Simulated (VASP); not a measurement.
# NaI (Fm-3m) in VASP: notebook, part 2 of 2

VASP 6.6.1. The steps go on from the part before.

## 3. Single point, r2SCAN

File POSCAR:

```
NaI
1.0
    0.0000000000      3.2364000000      3.2364000000
    3.2364000000      0.0000000000      3.2364000000
    3.2364000000      3.2364000000      0.0000000000
I Na
1 1
Direct
    0.5000000000      0.5000000000      0.5000000000
    0.0000000000      0.0000000000      0.0000000000
```

File INCAR.step1:

```
SYSTEM = NaI
ALGO = Normal
EDIFF = 1E-4
ENCUT = 520
GGA = PE
ISMEAR = -1
LASPH = .TRUE.
LCHARG = .FALSE.
LREAL = .FALSE.
LWAVE = .TRUE.
NBANDS = 14
NELM = 80
PREC = Accurate
SIGMA = 0.05
```

File INCAR.step2:

```
SYSTEM = NaI
ALGO = Normal
EDIFF = 1E-6
ENCUT = 520
ISIF = 2
ISMEAR = -1
ISTART = 1
LASPH = .TRUE.
LCHARG = .TRUE.
LELF = .TRUE.
LMIXTAU = .TRUE.
LREAL = .FALSE.
LVHAR = .TRUE.
LWAVE = .FALSE.
METAGGA = R2SCAN
NBANDS = 14
NELM = 80
PREC = Accurate
SIGMA = 0.05
```

File KPOINTS:

```
k-points
0
G
  4 4 4
  0 0 0
```

Potentials or basis: VASP PAW PBE potentials, release 64 (I, Na_pv).

Run with:

```console
$ cat potpaw_PBE.64/I/POTCAR potpaw_PBE.64/Na_pv/POTCAR > POTCAR
$ cp INCAR.step1 INCAR
$ mpirun -np 1 vasp_std > vasp.out
$ cp INCAR.step2 INCAR
$ mpirun -np 1 vasp_std > vasp.out
```

OUTCAR:

```text
SYSTEM = NaI
   EDIFF = 1E-6
   ENCUT = 520
   ISIF = 2
   ISMEAR = -1
   ISTART = 1
   LASPH = .TRUE.
   LREAL = .FALSE.
   METAGGA = R2SCAN
   NELM = 80
   PREC = Accurate

 ion  position               nearest neighbor table
   1  0.500  0.500  0.500-
   2  0.000  0.000  0.000-

  LATTYP: Found a face centered cubic cell.
 ALAT       =     6.4728000000

  Lattice vectors:

 A1 = (   0.0000000000,   3.2364000000,   3.2364000000)
 A2 = (   3.2364000000,   0.0000000000,   3.2364000000)
 A3 = (   3.2364000000,   3.2364000000,   0.0000000000)

Analysis of symmetry for initial positions (statically):
=====================================================================
 Subroutine PRICEL returns:
 Original cell was already a primitive cell.

 Routine SETGRP: Setting up the symmetry group for a
 face centered cubic supercell.

 Subroutine GETGRP returns: Found 48 space group operations
 (whereof 48 operations were pure point group operations)
 out of a pool of 48 trial point group operations.

The static configuration has the point symmetry O_h .

Analysis of symmetry for dynamics (positions and initial velocities):
=====================================================================
 Subroutine PRICEL returns:
 Original cell was already a primitive cell.

 Routine SETGRP: Setting up the symmetry group for a
 face centered cubic supercell.

 Subroutine GETGRP returns: Found 48 space group operations
 (whereof 48 operations were pure point group operations)
 out of a pool of 48 trial point group operations.

The dynamic configuration has the point symmetry O_h .

 Subroutine INISYM returns: Found 48 space group operations
 (whereof 48 operations are pure point group operations),
 and found     1 'primitive' translations

----------------------------------------------------------------------------------------

                                     Primitive cell

  volume of cell :      67.7980

  direct lattice vectors                    reciprocal lattice vectors
     0.000000000  3.236400000  3.236400000    -0.154492646  0.154492646  0.154492646
     3.236400000  0.000000000  3.236400000     0.154492646 -0.154492646  0.154492646
     3.236400000  3.236400000  0.000000000     0.154492646  0.154492646 -0.154492646

  length of vectors
     4.576960773  4.576960773  4.576960773     0.267589113  0.267589113  0.267589113

  position of ions in fractional coordinates (direct lattice)
     0.500000000  0.500000000  0.500000000
     0.000000000  0.000000000  0.000000000

  ion indices of the primitive-cell ions
   primitive index   ion index
                 1           1
                 2           2

----------------------------------------------------------------------------------------

 KPOINTS: k-points

Automatic generation of k-mesh.
 Grid dimensions read from file:
 generate k-points for:    4    4    4

 Generating k-lattice:

  Cartesian coordinates                     Fractional coordinates (reciprocal lattice)
    -0.038623162  0.038623162  0.038623162     0.250000000  0.000000000  0.000000000
     0.038623162 -0.038623162  0.038623162     0.000000000  0.250000000  0.000000000
     0.038623162  0.038623162 -0.038623162     0.000000000  0.000000000  0.250000000

  Length of vectors
     0.066897278  0.066897278  0.066897278

  Shift w.r.t. Gamma in fractional coordinates (k-lattice)
     0.000000000  0.000000000  0.000000000

 Subroutine IBZKPT returns following result:
 ===========================================

 Found      8 irreducible k-points:

 Following reciprocal coordinates:
            Coordinates               Weight
  0.000000  0.000000  0.000000      1.000000
  0.250000  0.000000  0.000000      8.000000
  0.500000  0.000000  0.000000      4.000000
  0.250000  0.250000  0.000000      6.000000
  0.500000  0.250000  0.000000     24.000000
 -0.250000  0.250000  0.000000     12.000000
  0.500000  0.500000  0.000000      3.000000
 -0.250000  0.500000  0.250000      6.000000
   k-points           NKPTS =      8   k-points in BZ     NKDIM =      8   number of bands    NBANDS=     14
   number of dos      NEDOS =    301   number of ions     NIONS =      2
   total plane-waves  NPLWV =  46656
   dimension x,y,z NGX =    36 NGY =   36 NGZ =   36
   dimension x,y,z NGXF=    72 NGYF=   72 NGZF=   72
   ions per type =               1   1
   NGX,Y,Z   is equivalent  to a cutoff of  13.08, 13.08, 13.08 a.u.
   NGXF,Y,Z  is equivalent  to a cutoff of  26.15, 26.15, 26.15 a.u.
 SYSTEM =  NaI
   PREC   = accura    normal or accurate (medium, high low for compatibility)
   ISTART =      1    job   : 0-new  1-cont  2-samecut
   ICHARG =      0    charge: 1-file 2-atom 10-const
   ISPIN  =      1    spin polarized calculation?
   LNONCOLLINEAR =      F non collinear calculations
   LSORBIT =      F    spin-orbit coupling
   LASPH  =      T    aspherical Exc in radial PAW
   ENCUT  =  520.0 eV  38.22 Ry    6.18 a.u.   8.51  8.51  8.51*2*pi/ulx,y,z
   NELM   =     80;   NELMIN=  2; NELMDL=  0     # of ELM steps
   EDIFF  = 0.1E-05   stopping-criterion for ELM
   LREAL  =      F    real-space projection
   EDIFFG = 0.1E-04   stopping-criterion for IOM
   NSW    =      0    number of steps for IOM
   IBRION =     -1    ionic relax: 0-MD 1-quasi-New 2-CG
   NFREE  =      0    steps in history (QN), initial steepest desc. (CG)
   ISIF   =      2    stress and relaxation
   ISYM   =      2    0-nonsym 1-usesym 2-fastsym
   POTIM  = 0.5000    time-step for ionic-motion
   TEBEG  =    0.0;   TEEND  =   0.0 temperature during run
   PSTRESS=    0.0 pullay stress
   NELECT =      14.0000    total number of electrons
   NUPDOWN=      -1.0000    fix difference up-down
   EMIN   =  10.00;   EMAX   =-10.00  energy-range for DOS
   EFERMI =   0.00;   METHOD = LEGACY
   ISMEAR =    -1;   SIGMA  =   0.05  broadening in eV -4-tet -1-fermi 0-gaus
   EFERMI_NEDOS =   21; number of points for ismear=-14 and -15
   IALGO  =     38    algorithm
   IMIX   =      4    mixing-type and parameters
     AMIX     =   0.40;   BMIX     =  1.00
     AMIX_MAG =   1.60;   BMIX_MAG =  1.00
  volume/ion in A,a.u.               =      33.90       228.76
  Fermi-wavevector in a.u.,A,eV,Ry     =   0.967636  1.828567 12.739397  0.936319
  Thomas-Fermi vector in A             =   2.097538
   LORBIT       =      0    0 simple, 1 ext, 2 COOP (PROOUT), +10 PAW based schemes
   METAGGA = R2SCAN    functional components
   LHFCALC =     F    Hartree Fock is set to
   AEXX    =    0.0000 exact exchange contribution
   IVDW    =     0    specifies the selected vdW correction
   LEPSILON=     F    determine dielectric tensor
   LRPA    =     F    only Hartree local field effects (RPA)
 non-spin polarized calculation
  energy-cutoff  :      520.00
  volume of cell :       67.80
 maximum number of plane-waves:      1850
 NGX is ok and might be reduce to    36
   NGX = 17   NGY = 17   NGZ = 17

 number of electron      13.9999993 magnetization

 Free energy of the ion-electron system (eV)
  ---------------------------------------------------
  ext. energy  EPLUGINS =         0.00000000
  ---------------------------------------------------
  free energy    TOTEN  =       -31.08100859 eV

  energy without entropy =      -31.08100859  energy(sigma->0) =      -31.08100859

 E-fermi :   1.5442     XC(G=0):  -8.0671

 val. band max:        0.4838198619   @ k =   0.0000   0.0000   0.0000
 cond. band min:       4.9207827217   @ k =   0.0000   0.0000   0.0000
 fundamental gap:      4.4369628598
 Fermi energy:         1.5441526218

 k-point     1 :       0.0000    0.0000    0.0000
  band No.  band energies     occupation
      1     -22.7736      2.00000
      2     -22.7733      2.00000
      3     -22.7733      2.00000
      4     -10.8608      2.00000
      5       0.4838      2.00000
      6       0.4838      2.00000
      7       0.4838      2.00000
      8       4.9208      0.00000
      9       8.9566      0.00000
     10       8.9566      0.00000
     11       8.9566      0.00000
     12      10.8085      0.00000
     13      10.8085      0.00000
     14      11.5966      0.00000
[... 105 lines left out ...]
      1     -22.7762      2.00000
      2     -22.7760      2.00000
      3     -22.7751      2.00000
      4     -10.4348      2.00000
      5      -0.9449      2.00000
      6      -0.9449      2.00000
      7      -0.4434      2.00000
      8       7.0517      0.00000
      9       8.5349      0.00000
     10       8.5349      0.00000
     11       9.1341      0.00000
     12      13.4189      0.00000
     13      13.4191      0.00000
     14      13.9544      0.00000

------------------------ aborting loop because EDIFF is reached ----------------------------------------

  FORCE on cell =-STRESS in cart. coord.  units (eV):
  Direction    XX          YY          ZZ          XY          YZ          ZX
  --------------------------------------------------------------------------------------
  -------------------------------------------------------------------------------------
  Total       -0.0571735     -0.0571735     -0.0571735      0.0000000      0.0000000     -0.0000000
  in kB       -1.3511050     -1.3511050     -1.3511050      0.0000000      0.0000000     -0.0000000
  external PRESSURE =      -1.3511050 kB  Pullay stress =       0.0000000 kB

 VOLUME and BASIS-vectors are now :
 -----------------------------------------------------------------------------
  energy-cutoff  :      520.00
  volume of cell :       67.80
      direct lattice vectors                 reciprocal lattice vectors
     0.000000000  3.236400000  3.236400000    -0.154492646  0.154492646  0.154492646
     3.236400000  0.000000000  3.236400000     0.154492646 -0.154492646  0.154492646
     3.236400000  3.236400000  0.000000000     0.154492646  0.154492646 -0.154492646

 POSITION                                       TOTAL-FORCE (eV/Angst)
 -----------------------------------------------------------------------------------
      3.23640      3.23640      3.23640         0.000000      0.000000     -0.000000
      0.00000      0.00000      0.00000        -0.000000     -0.000000      0.000000
 -----------------------------------------------------------------------------------
    total drift:                                0.000000      0.000000      0.000000

  FREE ENERGIE OF THE ION-ELECTRON SYSTEM (eV)
  ---------------------------------------------------
  free  energy   TOTEN  =       -31.0810085897 eV

  energy  without entropy=      -31.0810085896  energy(sigma->0) =      -31.08100859
```

Run time: 36 s. Hardware: 1 thread of AMD EPYC 7R13 (Zen 3), shared host; peak memory 0.18 GiB.

Results:

```
Free energy            : -31.0810 eV
Pressure               : -0.1 GPa
Band gap on the k mesh : 4.44 eV, direct
```

Levels at points of the mesh, in eV from the valence-band top:
```tsv
k point	band 4	band 5	band 6	band 7	band 8	band 9	band 10	band 11
(0.00, 0.00, 0.00)	-11.34	0.00	0.00	0.00	4.44	8.47	8.47	8.47
(0.50, 0.00, 0.00)	-11.01	-2.19	-0.30	-0.30	5.69	8.07	8.07	9.78
(0.50, 0.50, 0.00)	-10.93	-1.94	-0.76	-0.76	5.23	6.02	10.73	12.17
```

Caveat: the k points lie up to 0.42 Å⁻¹ apart; the PAW data sets were made with another functional, which shifts forces and pressure a little; spin-orbit coupling is left out, which moves the levels of the heavy elements. r2SCAN opens gaps a little over a GGA but as a rule still falls short of measured ones.
